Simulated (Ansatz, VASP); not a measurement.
## ZnSn2N2 in VASP and in Ansatz

```
Zn Sn N
1.0
     3.25847    0.00000    0.00000
    -1.62924    2.82192    0.00000
     0.00000    0.00000    9.06950
Zn Sn N
1 2 2
Direct
  0.00000 0.00000 0.00000
  0.66667 0.33333 0.28752
  0.33333 0.66667 0.71248
  0.33333 0.66667 0.14602
  0.66667 0.33333 0.85398
```

Alike in both runs: functional PBE; k mesh 4 × 4 × 2; occupations gaussian, width 0.15 eV; no spin polarisation.

Ansatz relaxed the structure, and its values are those at the end. VASP's run is a single point on that final structure, the one shown.

```csv
,VASP,Ansatz
version,VASP 6.6.1,Ansatz 0.2.0
potentials or method,"VASP PAW PBE potentials, release 64 (Zn, Sn_d, N), cutoff 520 eV","scalar-relativistic, plane waves, PAW"
valence electrons in the cell,50,50
```

|  | VASP | Ansatz | Ansatz less VASP |
| --- | --- | --- | --- |
| gap on the k mesh at the Fermi level (eV) | 0.66 | 0.67 | +0.011 |
| least direct gap on the mesh (eV) | 1.16 | 1.17 | +0.013 |
| pressure (GPa) | 0.4 | 0.2 | -0.16 |
| rms of the force components (eV/Å) | 0.009 | 0.005 | -0.0041 |

With one functional, cell and mesh, what is left measures potentials, basis and numerics.

The k mesh is coarse, so the values compare programs but aren't converged.
